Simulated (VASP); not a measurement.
## C: single point with PBE

Crystal: C.

```
C
1.0
     1.27240    0.73462   10.36701
    -1.27240    0.73462   10.36701
     0.00000   -1.46924   10.36701
C
10
Direct
  0.02483 0.02483 0.02483
  0.97517 0.97517 0.97517
  0.10868 0.10868 0.10868
  0.89132 0.89132 0.89132
  0.15837 0.15837 0.15837
  0.84163 0.84163 0.84163
  0.37486 0.37486 0.37486
  0.62514 0.62514 0.62514
  0.42532 0.42532 0.42532
  0.57468 0.57468 0.57468
```

- Program: VASP 6.6.1
- Task: single point
- Functional: PBE
- Potentials or basis: VASP PAW PBE potentials, release 64 (C)
- Cutoff: 520 eV
- k mesh: 12 × 12 × 12
- Occupations: gaussian, width 0.05 eV
- Spin: no spin polarisation
- Dipole correction: no
- Further INCAR settings: ALGO = Normal; EDIFF = 1e-06; NBANDS = 31

```yaml
Pressure: -7.7 GPa
Largest_force: 0.034 eV/Å
Band_gap_on_the_k_mesh: 4.35 eV (least direct gap 5.18 eV)
```

Forces in eV/Å, atoms in the order of the input:
```
C    0.000  0.000  0.014
C    0.000  0.000 -0.014
C    0.000  0.000 -0.013
C    0.000  0.000  0.013
C    0.000  0.000  0.031
C    0.000  0.000 -0.031
C    0.000  0.000 -0.034
C    0.000  0.000  0.034
C    0.000  0.000  0.034
C    0.000  0.000 -0.034
```

Stress tensor (GPa, compression positive):
```
-11.47   0.00   0.00
  0.00 -11.47   0.00
  0.00   0.00  -0.19
```

Levels at points of the mesh, in eV from the valence-band top:
| k point | band 17 | band 18 | band 19 | band 20 | band 21 | band 22 | band 23 | band 24 |
| --- | --- | --- | --- | --- | --- | --- | --- | --- |
| (0.00, 0.00, 0.00) | -1.31 | -0.18 | 0.00 | 0.00 | 5.18 | 5.18 | 5.65 | 6.63 |
| (0.50, 0.00, 0.00) | -4.36 | -4.31 | -3.46 | -2.82 | 4.65 | 4.66 | 6.29 | 6.30 |
| (0.50, 0.50, 0.00) | -4.07 | -4.00 | -3.31 | -3.30 | 4.43 | 5.32 | 5.38 | 5.54 |
| (0.50, 0.50, 0.50) | -0.48 | -0.48 | -0.43 | -0.43 | 5.68 | 5.68 | 5.78 | 5.78 |

Wall time 48 min on 1 thread of Intel(R) Xeon(R) Platinum 8488C (Sapphire Rapids) (shared host), peak memory 0.96 GiB.

Caveat: the cell stands under tension. As with any semilocal functional, this PBE gap is likely too small.
